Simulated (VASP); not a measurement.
# RbCl (Fm-3m) in VASP: a series of runs

RbCl is run at these levels: PBE; tasks: single point, relaxation of the atoms.

Everything below comes from runs of VASP 6.6.1. Logs are shortened: lines on timing, memory, paths and dates and some standing lists are left out, and cuts for length are marked.

## Step 1: The cell of the first run

The structure is cubic, space group Fm-3m (No. 225). The conventional cell has a = 6.548 Å, b = 6.548 Å, c = 6.548 Å, α = 90.00°, β = 90.00°, γ = 90.00°. Within 4.3 Å of Rb (site symmetry m-3m) lie 6 Cl at 3.27 Å. Within 4.3 Å of Cl (site symmetry m-3m) lie 6 Rb at 3.27 Å.

## Step 2: Single point, PBE

Contents of INCAR:

```
PREC = Accurate
ENCUT = 500
EDIFF = 1E-6
ISMEAR = -1
SIGMA = 0.02
LREAL = False
LASPH = True
NELM = 120
ALGO = Normal
ISIF = 2
LWAVE = False
LCHARG = True
GGA = PE
LELF = True
LVHAR = True
NBANDS = 15
GGA_COMPAT = False
```

Contents of KPOINTS:

```
regular mesh
0
Gamma
  7 7 7
```

Contents of POSCAR:

```
RbCl
1.0
    0.0000000000      3.2740000000      3.2740000000
    3.2740000000      0.0000000000      3.2740000000
    3.2740000000      3.2740000000      0.0000000000
Rb Cl
1 1
Direct
    0.0000000000      0.0000000000      0.0000000000
    0.5000000000      0.5000000000      0.5000000000
```

Potentials or basis: VASP PAW PBE potentials, release 64 (Rb_sv, Cl).

Started as:

```bash
> cat potpaw_PBE.64/Rb_sv/POTCAR potpaw_PBE.64/Cl/POTCAR > POTCAR
> mpirun -np 1 vasp_std > vasp.out
```

OUTCAR:

```text
PREC = Accurate
   ENCUT = 500
   EDIFF = 1E-6
   ISMEAR = -1
   LREAL = False
   LASPH = True
   NELM = 120
   ISIF = 2
   GGA = PE

 ion  position               nearest neighbor table
   1  0.000  0.000  0.000-   2 3.27   2 3.27   2 3.27   2 3.27   2 3.27   2 3.27
   2  0.500  0.500  0.500-   1 3.27   1 3.27   1 3.27   1 3.27   1 3.27   1 3.27

  LATTYP: Found a face centered cubic cell.
 ALAT       =     6.5480000000

  Lattice vectors:

 A1 = (   0.0000000000,   3.2740000000,   3.2740000000)
 A2 = (   3.2740000000,   0.0000000000,   3.2740000000)
 A3 = (   3.2740000000,   3.2740000000,   0.0000000000)

Analysis of symmetry for initial positions (statically):
=====================================================================
 Subroutine PRICEL returns:
 Original cell was already a primitive cell.

 Routine SETGRP: Setting up the symmetry group for a
 face centered cubic supercell.

 Subroutine GETGRP returns: Found 48 space group operations
[... 9 lines left out ...]

 Routine SETGRP: Setting up the symmetry group for a
 face centered cubic supercell.

 Subroutine GETGRP returns: Found 48 space group operations
[... 11 lines left out ...]
                                     Primitive cell

  volume of cell :      70.1885

  direct lattice vectors                    reciprocal lattice vectors
     0.000000000  3.274000000  3.274000000    -0.152718387  0.152718387  0.152718387
     3.274000000  0.000000000  3.274000000     0.152718387 -0.152718387  0.152718387
     3.274000000  3.274000000  0.000000000     0.152718387  0.152718387 -0.152718387

  length of vectors
     4.630135203  4.630135203  4.630135203     0.264516006  0.264516006  0.264516006

  position of ions in fractional coordinates (direct lattice)
     0.000000000  0.000000000  0.000000000
     0.500000000  0.500000000  0.500000000

  ion indices of the primitive-cell ions
   primitive index   ion index
                 1           1
                 2           2

----------------------------------------------------------------------------------------

 KPOINTS: regular mesh

Automatic generation of k-mesh.
 Grid dimensions read from file:
 generate k-points for:    7    7    7

 Generating k-lattice:

  Cartesian coordinates                     Fractional coordinates (reciprocal lattice)
    -0.021816912  0.021816912  0.021816912     0.142857143  0.000000000  0.000000000
     0.021816912 -0.021816912  0.021816912     0.000000000  0.142857143  0.000000000
[... 60 lines left out ...]
   ISYM   =      2    0-nonsym 1-usesym 2-fastsym
   POTIM  = 0.5000    time-step for ionic-motion
   TEBEG  =    0.0;   TEEND  =   0.0 temperature during run
   PSTRESS=    0.0 pullay stress
   NELECT =      16.0000    total number of electrons
   NUPDOWN=      -1.0000    fix difference up-down
   EMIN   =  10.00;   EMAX   =-10.00  energy-range for DOS
   EFERMI =   0.00;   METHOD = LEGACY
   ISMEAR =    -1;   SIGMA  =   0.02  broadening in eV -4-tet -1-fermi 0-gaus
   EFERMI_NEDOS =   21; number of points for ismear=-14 and -15
   IALGO  =     38    algorithm
   IMIX   =      4    mixing-type and parameters
     AMIX     =   0.40;   BMIX     =  1.00
     AMIX_MAG =   1.60;   BMIX_MAG =  1.00
  volume/ion in A,a.u.               =      35.09       236.83
  Fermi-wavevector in a.u.,A,eV,Ry     =   1.000060  1.889840 13.607465  1.000120
  Thomas-Fermi vector in A             =   2.132392
   LORBIT       =      0    0 simple, 1 ext, 2 COOP (PROOUT), +10 PAW based schemes
   GGA     = PE    functional components
   LHFCALC =     F    Hartree Fock is set to
   AEXX    =    0.0000 exact exchange contribution
   IVDW    =     0    specifies the selected vdW correction
   LEPSILON=     F    determine dielectric tensor
   LRPA    =     F    only Hartree local field effects (RPA)
 non-spin polarized calculation
  energy-cutoff  :      500.00
  volume of cell :       70.19
 maximum number of plane-waves:      1807
 NGX is ok and might be reduce to    36
   NGX = 17   NGY = 17   NGZ = 17

 number of electron      16.0000001 magnetization

 Free energy of the ion-electron system (eV)
  ---------------------------------------------------
  ext. energy  EPLUGINS =         0.00000000
  ---------------------------------------------------
  free energy    TOTEN  =        -6.65810247 eV

  energy without entropy =       -6.65810247  energy(sigma->0) =       -6.65810247

 E-fermi :  -1.3638     XC(G=0):  -7.4134

 val. band max:       -1.8203868348   @ k =   0.0000   0.0000   0.0000
 cond. band min:       3.2263969715   @ k =   0.0000   0.0000   0.0000
 fundamental gap:      5.0467838063
 Fermi energy:        -1.3638051043

 k-point     1 :       0.0000    0.0000    0.0000
  band No.  band energies     occupation
      1     -25.7070      2.00000
      2     -13.8324      2.00000
      3      -9.7558      2.00000
      4      -9.7558      2.00000
      5      -9.7558      2.00000
      6      -1.8204      2.00000
      7      -1.8204      2.00000
      8      -1.8204      2.00000
      9       3.2264      0.00000
     10       6.1833      0.00000
     11       6.1833      0.00000
     12       6.1833      0.00000
     13       7.1766      0.00000
     14       7.1766      0.00000
[... 329 lines left out ...]
      2     -13.8240      2.00000
      3      -9.9570      2.00000
      4      -9.8996      2.00000
      5      -9.7506      2.00000
      6      -2.2971      2.00000
      7      -2.0760      2.00000
      8      -2.0651      2.00000
      9       5.5815      0.00000
     10       6.2736      0.00000
     11       7.5929      0.00000
     12       7.7538      0.00000
     13       9.5014      0.00000
     14       9.6298      0.00000
     15      10.7192      0.00000

------------------------ aborting loop because EDIFF is reached ----------------------------------------

  FORCE on cell =-STRESS in cart. coord.  units (eV):
  Direction    XX          YY          ZZ          XY          YZ          ZX
  --------------------------------------------------------------------------------------
  -------------------------------------------------------------------------------------
  Total        0.5039777      0.5039777      0.5039777      0.0000000      0.0000000     -0.0000000
  in kB       11.5041864     11.5041864     11.5041864      0.0000000      0.0000000     -0.0000000
  external PRESSURE =      11.5041864 kB  Pullay stress =       0.0000000 kB

 VOLUME and BASIS-vectors are now :
 -----------------------------------------------------------------------------
  energy-cutoff  :      500.00
  volume of cell :       70.19
      direct lattice vectors                 reciprocal lattice vectors
     0.000000000  3.274000000  3.274000000    -0.152718387  0.152718387  0.152718387
     3.274000000  0.000000000  3.274000000     0.152718387 -0.152718387  0.152718387
     3.274000000  3.274000000  0.000000000     0.152718387  0.152718387 -0.152718387

 POSITION                                       TOTAL-FORCE (eV/Angst)
 -----------------------------------------------------------------------------------
      0.00000      0.00000      0.00000         0.000000      0.000000      0.000000
      3.27400      3.27400      3.27400        -0.000000     -0.000000     -0.000000
 -----------------------------------------------------------------------------------
    total drift:                                0.000000      0.000000      0.000000

  FREE ENERGIE OF THE ION-ELECTRON SYSTEM (eV)
  ---------------------------------------------------
  free  energy   TOTEN  =        -6.6581024740 eV

  energy  without entropy=       -6.6581024740  energy(sigma->0) =       -6.65810247
```

Wall time 17 s (1 thread of AMD EPYC 7R13 (Zen 3), shared host); peak memory 0.17 GiB.

Results:

| Item | Value |
| --- | --- |
| Free energy | -6.6581 eV |
| Pressure | 1.2 GPa |
| Band gap on the k mesh | 5.05 eV, direct |

A k mesh can miss the band edges.

## Step 3: Relaxation of the atoms, PBE

Contents of INCAR:

```
SYSTEM = RbCl
PREC = Accurate
ENCUT = 450
EDIFF = 1E-7
ISMEAR = -1
SIGMA = 0.02
LREAL = .False.
LASPH = .True.
NELM = 120
ALGO = Normal
ISIF = 2
LWAVE = .False.
LCHARG = .False.
GGA = PE
IBRION = 2
NSW = 80
EDIFFG = -0.02
GGA_COMPAT = .False.
NELMIN = 4
```

Contents of KPOINTS:

```
regular mesh
0
Gamma
  7 7 7
  0 0 0
```

POSCAR is that of step 2.

Potentials or basis: VASP PAW PBE potentials, release 64 (Rb_sv, Cl).

Started as:

```bash
> cat potpaw_PBE.64/Rb_sv/POTCAR potpaw_PBE.64/Cl/POTCAR > POTCAR
> mpirun -np 1 vasp_std > vasp.out
```

OUTCAR:

```text
SYSTEM = RbCl
   PREC = Accurate
   ENCUT = 450
   EDIFF = 1E-7
   ISMEAR = -1
   LREAL = .False.
   LASPH = .True.
   NELM = 120
   ISIF = 2
   GGA = PE
   IBRION = 2
   NSW = 80
   EDIFFG = -0.02
   NELMIN = 4

 ion  position               nearest neighbor table
   1  0.000  0.000  0.000-   2 3.27   2 3.27   2 3.27   2 3.27   2 3.27   2 3.27
   2  0.500  0.500  0.500-   1 3.27   1 3.27   1 3.27   1 3.27   1 3.27   1 3.27

  LATTYP: Found a face centered cubic cell.
 ALAT       =     6.5480000000

  Lattice vectors:

 A1 = (   0.0000000000,   3.2740000000,   3.2740000000)
 A2 = (   3.2740000000,   0.0000000000,   3.2740000000)
 A3 = (   3.2740000000,   3.2740000000,   0.0000000000)

Analysis of symmetry for initial positions (statically):
=====================================================================
 Subroutine PRICEL returns:
 Original cell was already a primitive cell.

 Routine SETGRP: Setting up the symmetry group for a
 face centered cubic supercell.

 Subroutine GETGRP returns: Found 48 space group operations
[... 170 lines left out ...]
      2     -13.8332      2.00000
      3      -9.7555      2.00000
      4      -9.7555      2.00000
      5      -9.7555      2.00000
      6      -1.8200      2.00000
      7      -1.8200      2.00000
      8      -1.8200      2.00000
      9       3.2264      0.00000
     10       6.1834      0.00000
     11       6.1834      0.00000
     12       6.1834      0.00000
[... 271 lines left out ...]
 k-point    20 :      -0.2857    0.4286    0.1429
  band No.  band energies     occupation
      1     -25.6848      2.00000
      2     -13.8248      2.00000
      3      -9.9568      2.00000
      4      -9.8993      2.00000
      5      -9.7504      2.00000
      6      -2.2969      2.00000
      7      -2.0759      2.00000
      8      -2.0649      2.00000
      9       5.5815      0.00000
     10       6.2736      0.00000
     11       7.5930      0.00000
     12       7.7539      0.00000

------------------------ aborting loop because EDIFF is reached ----------------------------------------

  FORCE on cell =-STRESS in cart. coord.  units (eV):
  Direction    XX          YY          ZZ          XY          YZ          ZX
  --------------------------------------------------------------------------------------
  -------------------------------------------------------------------------------------
  Total        0.4980172      0.4980172      0.4980172     -0.0000000      0.0000000      0.0000000
  in kB       11.3681259     11.3681259     11.3681259     -0.0000000      0.0000000      0.0000000
  external PRESSURE =      11.3681259 kB  Pullay stress =       0.0000000 kB

 VOLUME and BASIS-vectors are now :
 -----------------------------------------------------------------------------
  energy-cutoff  :      450.00
  volume of cell :       70.19
      direct lattice vectors                 reciprocal lattice vectors
     0.000000000  3.274000000  3.274000000    -0.152718387  0.152718387  0.152718387
     3.274000000  0.000000000  3.274000000     0.152718387 -0.152718387  0.152718387
     3.274000000  3.274000000  0.000000000     0.152718387  0.152718387 -0.152718387

 POSITION                                       TOTAL-FORCE (eV/Angst)
 -----------------------------------------------------------------------------------
      0.00000      0.00000      0.00000         0.000000     -0.000000      0.000000
      3.27400      3.27400      3.27400        -0.000000      0.000000     -0.000000
 -----------------------------------------------------------------------------------
    total drift:                                0.000000     -0.000000     -0.000000

  FREE ENERGIE OF THE ION-ELECTRON SYSTEM (eV)
  ---------------------------------------------------
  free  energy   TOTEN  =        -6.6579609765 eV

  energy  without entropy=       -6.6579609765  energy(sigma->0) =       -6.65796098

 reached required accuracy - stopping structural energy minimisation
```

Wall time 9.6 s (1 thread of AMD EPYC 7R13 (Zen 3), shared host); peak memory 0.14 GiB.

What came out:

```yaml
Free_energy: -6.6580 eV
Pressure_after_relaxing: 1.1 GPa
Band_gap_on_the_k_mesh: 5.05 eV, direct
```

Final structure:
```xyz
2
Lattice="0.0000 3.2740 3.2740 3.2740 0.0000 3.2740 3.2740 3.2740 0.0000" Properties=species:S:1:pos:R:3 pbc="T T T"
Rb    0.0000    0.0000    0.0000
Cl    3.2740    3.2740    3.2740
```

Caveat: the relaxation stopped at its first step, so nothing moved. A k mesh can miss the band edges.
